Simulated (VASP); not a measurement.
# P in VASP: single point with PBEsol

Aim: the single point of P with PBEsol.

Everything below comes from runs of VASP 6.6.1. Logs are shortened: lines on timing, memory, paths and dates and some standing lists are left out, and cuts for length are marked.

## Step 1: The cell of the first run

The cell holds a slab with vacuum, 4 atoms: a = 3.284 Å, b = 34.857 Å, c = 4.632 Å, α = 90.00°, β = 90.00°, γ = 90.00°.

## Step 2: Single point, PBEsol (atom 1 (P) moved by (+0.000, -0.100) A along x and z)

Contents of INCAR:

```
SYSTEM = P
PREC = Accurate
ENCUT = 520
EDIFF = 1E-6
ISMEAR = 0
SIGMA = 0.05
LREAL = .FALSE.
LASPH = .TRUE.
NELM = 80
ALGO = Normal
ISIF = 2
LWAVE = .FALSE.
LCHARG = .TRUE.
GGA = PS
LELF = .TRUE.
LVHAR = .TRUE.
NBANDS = 18
```

Contents of KPOINTS:

```
Automatic mesh
0
G
  8 1 6
  0 0 0
```

Contents of POSCAR:

```
P
1.0
    3.2837277200      0.0000000000      0.0000000000
    0.0000000000     34.8570309900      0.0000000000
    0.0000000000      0.0000000000      4.6320847100
P
4
Direct
    0.0000000000      0.9702614300      0.5705621684
    0.0000000000      0.0297385700      0.4078492800
    0.5000000000      0.0297385700      0.0921507200
    0.5000000000      0.9702614300      0.9078492800
```

Potentials or basis: VASP PAW PBE potentials, release 64 (P).

On the command line:

```sh
$ cat potpaw_PBE.64/P/POTCAR > POTCAR
$ mpirun -np 1 vasp_std > vasp.out
```

OUTCAR:

```text
SYSTEM = P
   PREC = Accurate
   ENCUT = 520
   EDIFF = 1E-6
   ISMEAR = 0
   LREAL = .FALSE.
   LASPH = .TRUE.
   NELM = 80
   ISIF = 2
   GGA = PS

 ion  position               nearest neighbor table
   1  0.000  0.970  0.571-   2 2.21   4 2.27   4 2.27
   2  0.000  0.030  0.408-   3 2.20   3 2.20   1 2.21
   3  0.500  0.030  0.092-   2 2.20   2 2.20   4 2.24
   4  0.500  0.970  0.908-   3 2.24   1 2.27   1 2.27

  LATTYP: Found a simple orthorhombic cell.
 ALAT       =     3.2837277200
 B/A-ratio  =     1.4106177811
 C/A-ratio  =    10.6150795566

  Lattice vectors:

 A1 = (  -3.2837277200,   0.0000000000,   0.0000000000)
 A2 = (   0.0000000000,   0.0000000000,   4.6320847100)
 A3 = (   0.0000000000,  34.8570309900,   0.0000000000)

Analysis of symmetry for initial positions (statically):
=====================================================================
 Subroutine PRICEL returns:
 Original cell was already a primitive cell.

 Routine SETGRP: Setting up the symmetry group for a
 simple orthorhombic supercell.

 Subroutine GETGRP returns: Found  2 space group operations
 (whereof  2 operations were pure point group operations)
 out of a pool of  8 trial point group operations.

The static configuration has the point symmetry C_1h.

Analysis of symmetry for dynamics (positions and initial velocities):
=====================================================================
 Subroutine PRICEL returns:
 Original cell was already a primitive cell.

 Routine SETGRP: Setting up the symmetry group for a
 simple orthorhombic supercell.

 Subroutine GETGRP returns: Found  2 space group operations
 (whereof  2 operations were pure point group operations)
 out of a pool of  8 trial point group operations.

The dynamic configuration has the point symmetry C_1h.

 Subroutine INISYM returns: Found  2 space group operations
 (whereof  2 operations are pure point group operations),
 and found     1 'primitive' translations

----------------------------------------------------------------------------------------

                                     Primitive cell

  volume of cell :     530.1930

  direct lattice vectors                    reciprocal lattice vectors
     3.283727720  0.000000000  0.000000000     0.304531948  0.000000000  0.000000000
     0.000000000 34.857030990  0.000000000     0.000000000  0.028688617  0.000000000
     0.000000000  0.000000000  4.632084710     0.000000000  0.000000000  0.215885516

  length of vectors
     3.283727720 34.857030990  4.632084710     0.304531948  0.028688617  0.215885516

  position of ions in fractional coordinates (direct lattice)
     0.000000000  0.970261430  0.570562168
     0.000000000  0.029738570  0.407849280
     0.500000000  0.029738570  0.092150720
     0.500000000  0.970261430  0.907849280

  ion indices of the primitive-cell ions
   primitive index   ion index
                 1           1
                 2           2
                 3           3
                 4           4

----------------------------------------------------------------------------------------

 KPOINTS: Automatic mesh

Automatic generation of k-mesh.
 Grid dimensions read from file:
 generate k-points for:    8    1    6

 Generating k-lattice:

  Cartesian coordinates                     Fractional coordinates (reciprocal lattice)
     0.038066494  0.000000000  0.000000000     0.125000000  0.000000000  0.000000000
     0.000000000  0.028688617  0.000000000     0.000000000  1.000000000  0.000000000
     0.000000000  0.000000000  0.035980919     0.000000000  0.000000000  0.166666667

  Length of vectors
     0.038066494  0.028688617  0.035980919

  Shift w.r.t. Gamma in fractional coordinates (k-lattice)
     0.000000000  0.000000000  0.000000000

 Subroutine IBZKPT returns following result:
 ===========================================

 Found     20 irreducible k-points:

 Following reciprocal coordinates:
            Coordinates               Weight
  0.000000  0.000000  0.000000      1.000000
  0.125000  0.000000  0.000000      2.000000
  0.250000  0.000000  0.000000      2.000000
  0.375000  0.000000  0.000000      2.000000
  0.500000  0.000000  0.000000      1.000000
  0.000000  0.000000  0.166667      2.000000
[... 12 lines left out ...]
  0.375000  0.000000  0.500000      2.000000
  0.500000  0.000000  0.500000      1.000000
   k-points           NKPTS =     20   k-points in BZ     NKDIM =     20   number of bands    NBANDS=     18
   number of dos      NEDOS =    301   number of ions     NIONS =      4
   total plane-waves  NPLWV = 233280
   dimension x,y,z NGX =    24 NGY =  270 NGZ =   36
   dimension x,y,z NGXF=    48 NGYF=  540 NGZF=   72
   ions per type =               4
   NGX,Y,Z   is equivalent  to a cutoff of  12.15, 12.88, 12.92 a.u.
   NGXF,Y,Z  is equivalent  to a cutoff of  24.30, 25.75, 25.84 a.u.
 SYSTEM =  P
   PREC   = accura    normal or accurate (medium, high low for compatibility)
   ISTART =      0    job   : 0-new  1-cont  2-samecut
   ICHARG =      2    charge: 1-file 2-atom 10-const
   ISPIN  =      1    spin polarized calculation?
   LNONCOLLINEAR =      F non collinear calculations
   LSORBIT =      F    spin-orbit coupling
   LASPH  =      T    aspherical Exc in radial PAW
   ENCUT  =  520.0 eV  38.22 Ry    6.18 a.u.   6.11 64.81  8.61*2*pi/ulx,y,z
   NELM   =     80;   NELMIN=  2; NELMDL= -5     # of ELM steps
   EDIFF  = 0.1E-05   stopping-criterion for ELM
   LREAL  =      F    real-space projection
   EDIFFG = 0.1E-04   stopping-criterion for IOM
   NSW    =      0    number of steps for IOM
   IBRION =     -1    ionic relax: 0-MD 1-quasi-New 2-CG
   NFREE  =      0    steps in history (QN), initial steepest desc. (CG)
   ISIF   =      2    stress and relaxation
   ISYM   =      2    0-nonsym 1-usesym 2-fastsym
   POTIM  = 0.5000    time-step for ionic-motion
   TEBEG  =    0.0;   TEEND  =   0.0 temperature during run
   PSTRESS=    0.0 pullay stress
   NELECT =      20.0000    total number of electrons
   NUPDOWN=      -1.0000    fix difference up-down
   EMIN   =  10.00;   EMAX   =-10.00  energy-range for DOS
   EFERMI =   0.00;   METHOD = LEGACY
   ISMEAR =     0;   SIGMA  =   0.05  broadening in eV -4-tet -1-fermi 0-gaus
   EFERMI_NEDOS =   21; number of points for ismear=-14 and -15
   IALGO  =     38    algorithm
   IMIX   =      4    mixing-type and parameters
     AMIX     =   0.40;   BMIX     =  1.00
     AMIX_MAG =   1.60;   BMIX_MAG =  1.00
  volume/ion in A,a.u.               =     132.55       894.48
  Fermi-wavevector in a.u.,A,eV,Ry     =   0.549044  1.037542  4.101461  0.301449
  Thomas-Fermi vector in A             =   1.580001
   LORBIT       =      0    0 simple, 1 ext, 2 COOP (PROOUT), +10 PAW based schemes
   GGA     = PS    functional components
   LHFCALC =     F    Hartree Fock is set to
   AEXX    =    0.0000 exact exchange contribution
   IVDW    =     0    specifies the selected vdW correction
   LEPSILON=     F    determine dielectric tensor
   LRPA    =     F    only Hartree local field effects (RPA)
 non-spin polarized calculation
 Gauss-broadening in eV      SIGMA  =   0.05
  energy-cutoff  :      520.00
  volume of cell :      530.19
 maximum number of plane-waves:     14344
   NGX = 13   NGY =129   NGZ = 17

 number of electron      20.0000001 magnetization

 Free energy of the ion-electron system (eV)
  ---------------------------------------------------
  ext. energy  EPLUGINS =         0.00000000
  ---------------------------------------------------
  free energy    TOTEN  =       -22.77559720 eV

  energy without entropy =      -22.77559720  energy(sigma->0) =      -22.77559720

 E-fermi :  -3.3343     XC(G=0):  -1.7645

 val. band max:       -3.5460455023   @ k =   0.0000   0.0000   0.0000
 cond. band min:      -2.4866842088   @ k =   0.5000   0.0000   0.0000
 fundamental gap:      1.0593612935
 Fermi energy:        -3.3343024754

 k-point     1 :       0.0000    0.0000    0.0000
  band No.  band energies     occupation
      1     -18.5233      2.00000
      2     -15.8599      2.00000
      3     -12.8491      2.00000
      4      -9.1989      2.00000
      5      -8.2598      2.00000
      6      -8.0575      2.00000
[... 10 lines left out ...]
     17       1.6198      0.00000
     18       1.7633      0.00000

 k-point     2 :       0.1250    0.0000    0.0000
  band No.  band energies     occupation
      1     -18.3363      2.00000
      2     -15.6642      2.00000
      3     -12.9143      2.00000
      4      -9.0579      2.00000
      5      -8.3521      2.00000
      6      -7.9642      2.00000
[... 10 lines left out ...]
     17       1.6836      0.00000
     18       1.8373      0.00000

 k-point     3 :       0.2500    0.0000    0.0000
  band No.  band energies     occupation
      1     -17.7818      2.00000
      2     -15.0801      2.00000
      3     -13.3365      2.00000
      4      -9.4751      2.00000
      5      -8.7802      2.00000
      6      -8.6792      2.00000
[... 10 lines left out ...]
     17       2.0413      0.00000
     18       2.3747      0.00000

 k-point     4 :       0.3750    0.0000    0.0000
  band No.  band energies     occupation
      1     -16.8834      2.00000
      2     -14.3849      2.00000
      3     -14.1175      2.00000
      4     -11.1829      2.00000
      5      -8.9647      2.00000
      6      -8.3119      2.00000
[... 291 lines left out ...]
      4     -11.7720      2.00000
      5      -8.9997      2.00000
      6      -8.6599      2.00000
[... 10 lines left out ...]
     17       2.8477      0.00000
     18       2.9351      0.00000

 k-point    19 :       0.3750    0.0000    0.5000
  band No.  band energies     occupation
      1     -16.0708      2.00000
      2     -15.7111      2.00000
      3     -12.6133      2.00000
      4     -12.4591      2.00000
      5      -9.1403      2.00000
      6      -9.0956      2.00000
[... 10 lines left out ...]
     17       2.9681      0.00000
     18       3.1481      0.00000

 k-point    20 :       0.5000    0.0000    0.5000
  band No.  band energies     occupation
      1     -15.4371      2.00000
      2     -15.2666      2.00000
      3     -13.2426      2.00000
      4     -13.1537      2.00000
      5      -8.4543      2.00000
      6      -8.4135      2.00000
[... 10 lines left out ...]
     17       2.8889      0.00000
     18       3.0486      0.00000

------------------------ aborting loop because EDIFF is reached ----------------------------------------

  FORCE on cell =-STRESS in cart. coord.  units (eV):
  Direction    XX          YY          ZZ          XY          YZ          ZX
  --------------------------------------------------------------------------------------
  -------------------------------------------------------------------------------------
  Total       -0.8514932      0.6198231     -1.5845308      0.0000000     -0.6112568      0.0000000
  in kB       -2.5731063      1.8730283     -4.7882546      0.0000000     -1.8471419      0.0000000
  external PRESSURE =      -1.8294442 kB  Pullay stress =       0.0000000 kB

 VOLUME and BASIS-vectors are now :
 -----------------------------------------------------------------------------
  energy-cutoff  :      520.00
  volume of cell :      530.19
      direct lattice vectors                 reciprocal lattice vectors
     3.283727720  0.000000000  0.000000000     0.304531948  0.000000000  0.000000000
     0.000000000 34.857030990  0.000000000     0.000000000  0.028688617  0.000000000
     0.000000000  0.000000000  4.632084710     0.000000000  0.000000000  0.215885516

 POSITION                                       TOTAL-FORCE (eV/Angst)
 -----------------------------------------------------------------------------------
      0.00000     33.82043      2.64289         0.000000     -0.166266      0.996395
      0.00000      1.03660      1.88919         0.000000      0.161700      0.146558
      1.64186      1.03660      0.42685         0.000000      0.144122     -0.441471
      1.64186     33.82043      4.20523         0.000000     -0.139557     -0.701482
 -----------------------------------------------------------------------------------
    total drift:                               -0.000000     -0.000028      0.000017

  FREE ENERGIE OF THE ION-ELECTRON SYSTEM (eV)
  ---------------------------------------------------
  free  energy   TOTEN  =       -22.7755971974 eV

  energy  without entropy=      -22.7755971974  energy(sigma->0) =      -22.77559720
```

It took 6.9 min on 1 thread of Oxide Virtual Turin-like, shared host; peak memory 0.53 GiB.

What came out:

| Item | Value |
| --- | --- |
| Free energy | -22.7756 eV |
| Largest force | 1.010 eV/Å |
| Band gap on the k mesh | 1.06 eV, indirect (least direct gap 1.08 eV) |

Forces in eV/Å, atoms in the order of the input:
```
P    0.000 -0.166  0.996
P    0.000  0.162  0.147
P    0.000  0.144 -0.441
P    0.000 -0.140 -0.701
```

Levels at points of the mesh, in eV from the valence-band top:
| k point | band 6 | band 7 | band 8 | band 9 | band 10 | band 11 | band 12 | band 13 | band 14 | band 15 |
| --- | --- | --- | --- | --- | --- | --- | --- | --- | --- | --- |
| (0.00, 0.00, 0.00) | -4.51 | -3.21 | -1.62 | -1.40 | 0.00 | 1.08 | 1.71 | 2.90 | 3.26 | 4.54 |
| (0.50, 0.00, 0.00) | -4.93 | -2.80 | -2.61 | -1.91 | -1.90 | 1.06 | 1.31 | 2.07 | 2.21 | 3.91 |
| (0.00, 0.00, 0.50) | -2.72 | -2.62 | -2.02 | -1.36 | -1.24 | 2.12 | 2.36 | 3.55 | 3.72 | 3.86 |
| (0.50, 0.00, 0.50) | -4.87 | -4.63 | -4.56 | -1.10 | -0.95 | 2.46 | 2.68 | 3.63 | 3.71 | 5.13 |

Caveat: the cell differs from its parent crystal (atom 1 (P) moved by (+0.000, -0.100) A along x and z); the PAW data sets were made with another functional, which shifts forces and pressure a little.
